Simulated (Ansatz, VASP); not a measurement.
## Zn2BF in VASP and in Ansatz

```
Zn B F
1.0
     3.99735    0.00000    0.00000
    -1.99867    3.46180    0.00000
     0.00000    0.00000    4.05023
Zn B F
2 1 1
Cartesian
  0.0000 2.3079 0.0000
  1.9987 1.1539 0.0000
  0.0000 0.0000 0.0000
  0.0000 0.0000 2.0251
```

Alike in both runs: functional PBE; k mesh 4 × 4 × 4; occupations gaussian, width 0.15 eV; no spin polarisation.

Ansatz relaxed the structure, and its values are those at the end. VASP's run is a single point on that final structure, the one shown.

|  | VASP | Ansatz |
| --- | --- | --- |
| version | VASP 6.6.1 | Ansatz 0.2.0 |
| potentials or method | VASP PAW PBE potentials, release 64 (Zn, B, F), cutoff 520 eV | scalar-relativistic, plane waves, PAW |
| valence electrons in the cell | 34 | 34 |

VASP gave:

| Quantity | Value |
| --- | --- |
| gap on the k mesh at the Fermi level (eV) | none |
| pressure (GPa) | 0.4 |

Estimate Ansatz's values.

gap on the k mesh at the Fermi level (eV): none; pressure (GPa): 0.1.

A gap of «none» marks a metal or a gap that the smearing closes. The functional is the same, so the differences come from potentials, cutoffs and numerics.

The k mesh is coarse, so the values compare programs but aren't converged.
